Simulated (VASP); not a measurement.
# Si3N4 (kpbe) (Fd-3m) in VASP: notebook

The runs below take Si3N4 (kpbe) through single point, relaxation of cell and atoms, with PBE.

Everything below comes from runs of VASP 6.6.1. Logs are shortened: lines on timing, memory, paths and dates and some standing lists are left out, and cuts for length are marked.

**1. The cell of the first run**

Symmetry: Fd-3m, No. 227, cubic system. Conventional cell: a = 7.787 Å, b = 7.787 Å, c = 7.787 Å, α = 90.00°, β = 90.00°, γ = 90.00°. Within 2.5 Å of Si (site symmetry -3m) lie 6 N at 1.89 Å. Within 2.4 Å of Si (site symmetry -43m) lie 4 N at 1.79 Å. N (site symmetry 3m) has 4 Si at 1.79 to 1.89 Å within 2.4 Å.

**2. Single point, PBE**

INCAR reads:

```
SYSTEM = Si3N4
PREC = Accurate
ENCUT = 520
EDIFF = 1E-7
ISMEAR = 0
SIGMA = 0.1
LREAL = .False.
LASPH = .True.
NELM = 100
ALGO = Normal
ISIF = 2
LWAVE = .False.
LCHARG = .False.
GGA = PE
NBANDS = 45
```

KPOINTS reads:

```
regular mesh
0
Gamma
  4 4 4
  0 0 0
```

POSCAR reads:

```
Si3N4
1.0
    0.0000000000      3.8937180000      3.8937180000
    3.8937180000      0.0000000000      3.8937180000
    3.8937180000      3.8937180000      0.0000000000
Si N
6 8
Direct
    0.6250000000      0.6250000000      0.1250000000
    0.6250000000      0.1250000000      0.6250000000
    0.1250000000      0.6250000000      0.6250000000
    0.6250000000      0.6250000000      0.6250000000
    0.2500000000      0.2500000000      0.2500000000
    0.0000000000      0.0000000000      0.0000000000
    0.8675630000      0.8675630000      0.8675630000
    0.8526890000      0.3824370000      0.3824370000
    0.3824370000      0.3824370000      0.8526890000
    0.3824370000      0.8526890000      0.3824370000
    0.8675630000      0.8675630000      0.3973110000
    0.8675630000      0.3973110000      0.8675630000
    0.3824370000      0.3824370000      0.3824370000
    0.3973110000      0.8675630000      0.8675630000
```

Potentials or basis: VASP PAW PBE potentials, release 64 (Si, N).

Command:

```
cat potpaw_PBE.64/Si/POTCAR potpaw_PBE.64/N/POTCAR > POTCAR
mpirun -np 1 vasp_std > vasp.out
```

OUTCAR:

```text
SYSTEM = Si3N4
   PREC = Accurate
   ENCUT = 520
   EDIFF = 1E-7
   ISMEAR = 0
   LREAL = .False.
   LASPH = .True.
   NELM = 100
   ISIF = 2
   GGA = PE

 ion  position               nearest neighbor table
   1  0.625  0.625  0.125-   7 1.89  13 1.89  10 1.89  12 1.89   8 1.89  14 1.89   4 2.75   2 2.75
                             3 2.75   4 2.75   2 2.75   3 2.75
   2  0.625  0.125  0.625-   7 1.89  13 1.89   9 1.89  11 1.89   8 1.89  14 1.89   4 2.75   1 2.75
                             1 2.75   3 2.75   4 2.75   3 2.75
   3  0.125  0.625  0.625-   7 1.89  13 1.89  10 1.89  11 1.89  12 1.89   9 1.89   4 2.75   1 2.75
                             2 2.75   1 2.75   2 2.75   4 2.75
   4  0.625  0.625  0.625-   9 1.89  11 1.89  10 1.89   8 1.89  12 1.89  14 1.89   1 2.75   2 2.75
                             3 2.75   1 2.75   2 2.75   3 2.75
   5  0.250  0.250  0.250-   8 1.79   9 1.79  10 1.79  13 1.79
   6  0.000  0.000  0.000-  11 1.79  12 1.79  14 1.79   7 1.79
   7  0.868  0.868  0.868-   6 1.79   2 1.89   3 1.89   1 1.89
   8  0.853  0.382  0.382-   5 1.79   4 1.89   1 1.89   2 1.89
   9  0.382  0.382  0.853-   5 1.79   4 1.89   2 1.89   3 1.89
  10  0.382  0.853  0.382-   5 1.79   4 1.89   1 1.89   3 1.89
  11  0.868  0.868  0.397-   6 1.79   4 1.89   2 1.89   3 1.89
  12  0.868  0.397  0.868-   6 1.79   4 1.89   1 1.89   3 1.89
  13  0.382  0.382  0.382-   5 1.79   2 1.89   3 1.89   1 1.89
  14  0.397  0.868  0.868-   6 1.79   4 1.89   1 1.89   2 1.89

  LATTYP: Found a face centered cubic cell.
 ALAT       =     7.7874360000

  Lattice vectors:

 A1 = (   0.0000000000,   3.8937180000,   3.8937180000)
 A2 = (   3.8937180000,   0.0000000000,   3.8937180000)
 A3 = (   3.8937180000,   3.8937180000,   0.0000000000)

Analysis of symmetry for initial positions (statically):
=====================================================================
 Subroutine PRICEL returns:
 Original cell was already a primitive cell.

 Routine SETGRP: Setting up the symmetry group for a
 face centered cubic supercell.

 Subroutine GETGRP returns: Found 48 space group operations
 (whereof 24 operations were pure point group operations)
 out of a pool of 48 trial point group operations.

The static configuration has the point symmetry T_d .
 The point group associated with its full space group is O_h .

Analysis of symmetry for dynamics (positions and initial velocities):
=====================================================================
 Subroutine PRICEL returns:
 Original cell was already a primitive cell.

 Routine SETGRP: Setting up the symmetry group for a
 face centered cubic supercell.

 Subroutine GETGRP returns: Found 48 space group operations
 (whereof 24 operations were pure point group operations)
 out of a pool of 48 trial point group operations.

The dynamic configuration has the point symmetry T_d .
 The point group associated with its full space group is O_h .

 Subroutine INISYM returns: Found 48 space group operations
 (whereof 24 operations are pure point group operations),
 and found     1 'primitive' translations

----------------------------------------------------------------------------------------

                                     Primitive cell

  volume of cell :     118.0656

  direct lattice vectors                    reciprocal lattice vectors
     0.000000000  3.893718000  3.893718000    -0.128411970  0.128411970  0.128411970
     3.893718000  0.000000000  3.893718000     0.128411970 -0.128411970  0.128411970
     3.893718000  3.893718000  0.000000000     0.128411970  0.128411970 -0.128411970

  length of vectors
     5.506548804  5.506548804  5.506548804     0.222416057  0.222416057  0.222416057

  position of ions in fractional coordinates (direct lattice)
     0.625000000  0.625000000  0.125000000
     0.625000000  0.125000000  0.625000000
     0.125000000  0.625000000  0.625000000
     0.625000000  0.625000000  0.625000000
     0.250000000  0.250000000  0.250000000
     0.000000000  0.000000000  0.000000000
     0.867563000  0.867563000  0.867563000
     0.852689000  0.382437000  0.382437000
     0.382437000  0.382437000  0.852689000
     0.382437000  0.852689000  0.382437000
     0.867563000  0.867563000  0.397311000
     0.867563000  0.397311000  0.867563000
[... 32 lines left out ...]
     0.032102993 -0.032102993  0.032102993     0.000000000  0.250000000  0.000000000
     0.032102993  0.032102993 -0.032102993     0.000000000  0.000000000  0.250000000

  Length of vectors
     0.055604014  0.055604014  0.055604014

  Shift w.r.t. Gamma in fractional coordinates (k-lattice)
     0.000000000  0.000000000  0.000000000

 Subroutine IBZKPT returns following result:
 ===========================================

 Found      8 irreducible k-points:

 Following reciprocal coordinates:
            Coordinates               Weight
  0.000000  0.000000  0.000000      1.000000
  0.250000  0.000000  0.000000      8.000000
  0.500000  0.000000  0.000000      4.000000
  0.250000  0.250000  0.000000      6.000000
  0.500000  0.250000  0.000000     24.000000
 -0.250000  0.250000  0.000000     12.000000
  0.500000  0.500000  0.000000      3.000000
 -0.250000  0.500000  0.250000      6.000000
   k-points           NKPTS =      8   k-points in BZ     NKDIM =      8   number of bands    NBANDS=     45
   number of dos      NEDOS =    301   number of ions     NIONS =     14
   total plane-waves  NPLWV =  74088
   dimension x,y,z NGX =    42 NGY =   42 NGZ =   42
   dimension x,y,z NGXF=    84 NGYF=   84 NGZF=   84
   ions per type =               6   8
   NGX,Y,Z   is equivalent  to a cutoff of  12.68, 12.68, 12.68 a.u.
   NGXF,Y,Z  is equivalent  to a cutoff of  25.36, 25.36, 25.36 a.u.
 SYSTEM =  Si3N4
   PREC   = accura    normal or accurate (medium, high low for compatibility)
   ISTART =      0    job   : 0-new  1-cont  2-samecut
   ICHARG =      2    charge: 1-file 2-atom 10-const
   ISPIN  =      1    spin polarized calculation?
   LNONCOLLINEAR =      F non collinear calculations
   LSORBIT =      F    spin-orbit coupling
   LASPH  =      T    aspherical Exc in radial PAW
   ENCUT  =  520.0 eV  38.22 Ry    6.18 a.u.  10.24 10.24 10.24*2*pi/ulx,y,z
   NELM   =    100;   NELMIN=  2; NELMDL= -5     # of ELM steps
   EDIFF  = 0.1E-06   stopping-criterion for ELM
   LREAL  =      F    real-space projection
   EDIFFG = 0.1E-05   stopping-criterion for IOM
   NSW    =      0    number of steps for IOM
   IBRION =     -1    ionic relax: 0-MD 1-quasi-New 2-CG
   NFREE  =      0    steps in history (QN), initial steepest desc. (CG)
   ISIF   =      2    stress and relaxation
   ISYM   =      2    0-nonsym 1-usesym 2-fastsym
   POTIM  = 0.5000    time-step for ionic-motion
   TEBEG  =    0.0;   TEEND  =   0.0 temperature during run
   PSTRESS=    0.0 pullay stress
   NELECT =      64.0000    total number of electrons
   NUPDOWN=      -1.0000    fix difference up-down
   EMIN   =  10.00;   EMAX   =-10.00  energy-range for DOS
   EFERMI =   0.00;   METHOD = LEGACY
   ISMEAR =     0;   SIGMA  =   0.10  broadening in eV -4-tet -1-fermi 0-gaus
   EFERMI_NEDOS =   21; number of points for ismear=-14 and -15
   IALGO  =     38    algorithm
   IMIX   =      4    mixing-type and parameters
     AMIX     =   0.40;   BMIX     =  1.00
     AMIX_MAG =   1.60;   BMIX_MAG =  1.00
  volume/ion in A,a.u.               =       8.43        56.91
  Fermi-wavevector in a.u.,A,eV,Ry     =   1.334833  2.522469 24.242584  1.781780
  Thomas-Fermi vector in A             =   2.463584
   LORBIT       =      0    0 simple, 1 ext, 2 COOP (PROOUT), +10 PAW based schemes
   GGA     = PE    functional components
   LHFCALC =     F    Hartree Fock is set to
   AEXX    =    0.0000 exact exchange contribution
   IVDW    =     0    specifies the selected vdW correction
   LEPSILON=     F    determine dielectric tensor
   LRPA    =     F    only Hartree local field effects (RPA)
 non-spin polarized calculation
 Gauss-broadening in eV      SIGMA  =   0.10
  energy-cutoff  :      520.00
  volume of cell :      118.07
 maximum number of plane-waves:      3218
 NGX is ok and might be reduce to    42
   NGX = 21   NGY = 21   NGZ = 21

 number of electron      64.0000005 magnetization

 Free energy of the ion-electron system (eV)
  ---------------------------------------------------
  ext. energy  EPLUGINS =         0.00000000
  ---------------------------------------------------
  free energy    TOTEN  =      -112.48033369 eV

  energy without entropy =     -112.48033369  energy(sigma->0) =     -112.48033369

 E-fermi :   9.5820     XC(G=0): -12.2189

 val. band max:        9.0716550662   @ k =  -0.2500   0.2500   0.0000
 cond. band min:      12.4323935475   @ k =   0.0000   0.0000   0.0000
 fundamental gap:      3.3607384813
 Fermi energy:         9.5820261917

 k-point     1 :       0.0000    0.0000    0.0000
  band No.  band energies     occupation
      1      -9.6643      2.00000
      2      -6.3919      2.00000
      3      -5.4713      2.00000
      4      -5.4713      2.00000
      5      -5.4713      2.00000
      6      -4.5096      2.00000
[... 365 lines left out ...]
     43      18.9385      0.00000
     44      18.9385      0.00000
 [bands above 44 left out]

------------------------ aborting loop because EDIFF is reached ----------------------------------------

  FORCE on cell =-STRESS in cart. coord.  units (eV):
  Direction    XX          YY          ZZ          XY          YZ          ZX
  --------------------------------------------------------------------------------------
  -------------------------------------------------------------------------------------
  Total        0.0114307      0.0114307      0.0114307      0.0000000      0.0000000     -0.0000000
  in kB        0.1551168      0.1551168      0.1551168      0.0000000      0.0000000     -0.0000000
  external PRESSURE =       0.1551168 kB  Pullay stress =       0.0000000 kB

 VOLUME and BASIS-vectors are now :
 -----------------------------------------------------------------------------
  energy-cutoff  :      520.00
  volume of cell :      118.07
      direct lattice vectors                 reciprocal lattice vectors
     0.000000000  3.893718000  3.893718000    -0.128411970  0.128411970  0.128411970
     3.893718000  0.000000000  3.893718000     0.128411970 -0.128411970  0.128411970
     3.893718000  3.893718000  0.000000000     0.128411970  0.128411970 -0.128411970

 POSITION                                       TOTAL-FORCE (eV/Angst)
 -----------------------------------------------------------------------------------
      2.92029      2.92029      4.86715        -0.000000     -0.000000     -0.000000
      2.92029      4.86715      2.92029        -0.000000     -0.000000     -0.000000
      4.86715      2.92029      2.92029        -0.000000     -0.000000     -0.000000
      4.86715      4.86715      4.86715        -0.000000     -0.000000     -0.000000
      1.94686      1.94686      1.94686        -0.000000     -0.000000     -0.000000
      0.00000      0.00000      0.00000        -0.000000     -0.000000     -0.000000
      6.75609      6.75609      6.75609        -0.001936     -0.001936     -0.001936
      2.97820      4.80923      4.80923         0.001936     -0.001936     -0.001936
      4.80923      4.80923      2.97820        -0.001936     -0.001936      0.001936
      4.80923      2.97820      4.80923        -0.001936      0.001936     -0.001936
      4.92506      4.92506      6.75609         0.001936      0.001936     -0.001936
      4.92506      6.75609      4.92506         0.001936     -0.001936      0.001936
      2.97820      2.97820      2.97820         0.001936      0.001936      0.001936
      6.75609      4.92506      4.92506        -0.001936      0.001936      0.001936
 -----------------------------------------------------------------------------------
    total drift:                               -0.000000     -0.000000      0.000000

  FREE ENERGIE OF THE ION-ELECTRON SYSTEM (eV)
  ---------------------------------------------------
  free  energy   TOTEN  =      -112.4803336945 eV

  energy  without entropy=     -112.4803336945  energy(sigma->0) =     -112.48033369
```

Wall time 25 s (1 thread of Intel Xeon 6975P-C (Granite Rapids), shared host); peak memory 0.25 GiB.

What came out:

```yaml
Free_energy: -112.4803 eV
Pressure: 0.0 GPa
Largest_force: 0.003 eV/Å
Band_gap_on_the_k_mesh: 3.36 eV, indirect (least direct gap 3.37 eV)
```

Forces on the atoms (eV/Å):
```
Si   0.000  0.000  0.000
Si   0.000  0.000  0.000
Si   0.000  0.000  0.000
Si   0.000  0.000  0.000
Si   0.000  0.000  0.000
Si   0.000  0.000  0.000
N   -0.002 -0.002 -0.002
N    0.002 -0.002 -0.002
N   -0.002 -0.002  0.002
N   -0.002  0.002 -0.002
N    0.002  0.002 -0.002
N    0.002 -0.002  0.002
N    0.002  0.002  0.002
N   -0.002  0.002  0.002
```

**3. Single point, PBE**

INCAR reads:

```
SYSTEM = Si3N4
ALGO = Normal ; EDIFF = 1E-7
ENCUT = 520 ; GGA = PE
ISIF = 2 ; ISMEAR = 0
LASPH = .TRUE. ; LCHARG = .FALSE.
LREAL = .FALSE. ; LWAVE = .FALSE.
NBANDS = 45 ; NELM = 60
PREC = Accurate ; SIGMA = 0.02
```

KPOINTS reads:

```
k-points
0
G
  6 6 6
  0 0 0
```

POSCAR reads:

```
Si3N4
1.0
    0.0000000000      3.8942662433      3.8942662433
    3.8942662433      0.0000000000      3.8942662433
    3.8942662433      3.8942662433      0.0000000000
Si N
6 8
Direct
    0.6250000000      0.6250000000      0.1250000000
    0.6250000000      0.1250000000      0.6250000000
    0.1250000000      0.6250000000      0.6250000000
    0.6250000000      0.6250000000      0.6250000000
    0.2500000000      0.2500000000      0.2500000000
    0.0000000000      0.0000000000      0.0000000000
    0.8675407410      0.8675407410      0.8675407410
    0.8526222230      0.3824592590      0.3824592590
    0.3824592590      0.3824592590      0.8526222230
    0.3824592590      0.8526222230      0.3824592590
    0.8675407410      0.8675407410      0.3973777770
    0.8675407410      0.3973777770      0.8675407410
    0.3824592590      0.3824592590      0.3824592590
    0.3973777770      0.8675407410      0.8675407410
```

Potentials or basis: VASP PAW PBE potentials, release 64 (Si, N).

Command:

```
cat potpaw_PBE.64/Si/POTCAR potpaw_PBE.64/N/POTCAR > POTCAR
mpirun -np 1 vasp_std > vasp.out
```

Run time: 48 s. Hardware: 1 thread of Intel Xeon 6975P-C (Granite Rapids), shared host; peak memory 0.27 GiB.

The run converged. Its results:

| Property | Result |
| --- | --- |
| Free energy | -112.4843 eV |
| Pressure | -0.1 GPa |
| Largest force | 0.009 eV/Å |
| Band gap on the k mesh | 3.33 eV, indirect (least direct gap 3.37 eV) |

Forces in eV/Å, atoms in the order of the input:
```
Si   0.000  0.000  0.000
Si   0.000  0.000  0.000
Si   0.000  0.000  0.000
Si   0.000  0.000  0.000
Si   0.000  0.000  0.000
Si   0.000  0.000  0.000
N    0.005  0.005  0.005
N   -0.005  0.005  0.005
N    0.005  0.005 -0.005
N    0.005 -0.005  0.005
N   -0.005 -0.005  0.005
N   -0.005  0.005 -0.005
N   -0.005 -0.005 -0.005
N    0.005 -0.005 -0.005
```

Levels at points of the mesh, in eV from the valence-band top:
```
           k point  band 29  band 30  band 31  band 32  band 33  band 34  band 35  band 36
(0.00, 0.00, 0.00)    -0.16    -0.04    -0.04    -0.04     3.33     3.33     3.33     4.88
(0.50, 0.00, 0.00)    -0.47    -0.47    -0.33    -0.33     4.92     5.76     5.76     6.23
(0.50, 0.50, 0.00)    -1.10    -1.10    -0.43    -0.43     6.62     6.62     6.94     6.94
```

A k mesh can miss the band edges. PBE gaps usually lie below the measured ones, often by a third to a half.

**4. Relaxation of cell and atoms, PBE**

INCAR reads:

```
PREC = Accurate
ENCUT = 600
EDIFF = 1E-6
ISMEAR = 0
SIGMA = 0.02
LREAL = F
LASPH = T
NELM = 60
ALGO = Normal
ISIF = 3
LWAVE = F
LCHARG = F
GGA = PE
IBRION = 2
NSW = 100
EDIFFG = -0.002
```

KPOINTS reads:

```
Automatic mesh
0
Gamma
  6 6 6
```

POSCAR reads:

```
Si3N4
1.0
    0.0000000000      3.8937180000      3.8937180000
    3.8937180000      0.0000000000      3.8937180000
    3.8937180000      3.8937180000      0.0000000000
Si N
6 8
Direct
    0.6250000000      0.6250000000      0.1250000000
    0.6250000000      0.1250000000      0.6250000000
    0.1250000000      0.6250000000      0.6250000000
    0.6250000000      0.6250000000      0.6250000000
    0.2500000000      0.2500000000      0.2500000000
    0.0000000000      0.0000000000      0.0000000000
    0.8675630000      0.8675630000      0.8675630000
    0.8526890000      0.3824370000      0.3824370000
    0.3824370000      0.3824370000      0.8526890000
    0.3824370000      0.8526890000      0.3824370000
    0.8675630000      0.8675630000      0.3973110000
    0.8675630000      0.3973110000      0.8675630000
    0.3824370000      0.3824370000      0.3824370000
    0.3973110000      0.8675630000      0.8675630000
```

Command:

```
cat potpaw_PBE.64/Si/POTCAR potpaw_PBE.64/N/POTCAR > POTCAR
mpirun -np 1 vasp_std > vasp.out
```

Run time: 86 s. Hardware: 1 thread of Intel Xeon 6975P-C (Granite Rapids), shared host; peak memory 0.35 GiB.

It converged, with:

```yaml
Free_energy: -112.4971 eV
Relaxed_volume: 8.43 Å³/atom
Relaxed_cell: a = 5.506 Å, b = 5.506 Å, c = 5.506 Å, α = 60.00°, β = 60.00°, γ = 60.00°
Space_group_after_relaxing_to_0.05_Å: Fd-3m (No. 227)
Energy_gained_by_relaxing: 0.0 meV/atom
Ionic_steps: 3
Pressure_after_relaxing: 0.0 GPa
Band_gap_on_the_k_mesh: 3.34 eV, indirect (least direct gap 3.38 eV)
```

Final structure:
```cif
data_structure
_symmetry_space_group_name_H-M 'P 1'
_symmetry_Int_Tables_number 1
_cell_length_a 5.5058
_cell_length_b 5.5058
_cell_length_c 5.5058
_cell_angle_alpha 60.000
_cell_angle_beta 60.000
_cell_angle_gamma 60.000
_cell_volume 118.02
loop_
_atom_site_label
_atom_site_type_symbol
_atom_site_fract_x
_atom_site_fract_y
_atom_site_fract_z
_atom_site_occupancy
Si1 Si 0.62500 0.62500 0.12500 1
Si2 Si 0.62500 0.12500 0.62500 1
Si3 Si 0.12500 0.62500 0.62500 1
Si4 Si 0.62500 0.62500 0.62500 1
Si5 Si 0.25000 0.25000 0.25000 1
Si6 Si 0.00000 0.00000 0.00000 1
N1 N 0.86756 0.86756 0.86756 1
N2 N 0.85267 0.38244 0.38244 1
N3 N 0.38244 0.38244 0.85267 1
N4 N 0.38244 0.85267 0.38244 1
N5 N 0.86756 0.86756 0.39733 1
N6 N 0.86756 0.39733 0.86756 1
N7 N 0.38244 0.38244 0.38244 1
N8 N 0.39733 0.86756 0.86756 1
```

Levels at points of the mesh, in eV from the valence-band top:
| k point | band 29 | band 30 | band 31 | band 32 | band 33 | band 34 | band 35 | band 36 |
| --- | --- | --- | --- | --- | --- | --- | --- | --- |
| (0.00, 0.00, 0.00) | -0.16 | -0.04 | -0.04 | -0.04 | 3.34 | 3.34 | 3.34 | 4.88 |
| (0.50, 0.00, 0.00) | -0.47 | -0.47 | -0.34 | -0.34 | 4.92 | 5.76 | 5.76 | 6.23 |
| (0.50, 0.50, 0.00) | -1.10 | -1.10 | -0.43 | -0.43 | 6.63 | 6.63 | 6.94 | 6.94 |

**5. Summary**

| task | cell | k mesh | cutoff (eV) | smearing | gap on the mesh (eV) | pressure (GPa) |
| --- | --- | --- | --- | --- | --- | --- |
| single point | as given | 4 × 4 × 4 | 520 | gaussian 0.1 eV | 3.36 | 0.0 |
| single point | as given | 6 × 6 × 6 | 520 | gaussian 0.02 eV | 3.33 | -0.1 |
| relaxation of cell and atoms | relaxed | 6 × 6 × 6 | 600 | gaussian 0.02 eV | 3.34 | 0.0 |

Alike in all rows: level PBE; potentials or basis VASP PAW PBE potentials, release 64 (Si, N); no spin polarisation.

Total energies depend on the potentials used, so only differences within one code and one set of settings carry meaning.
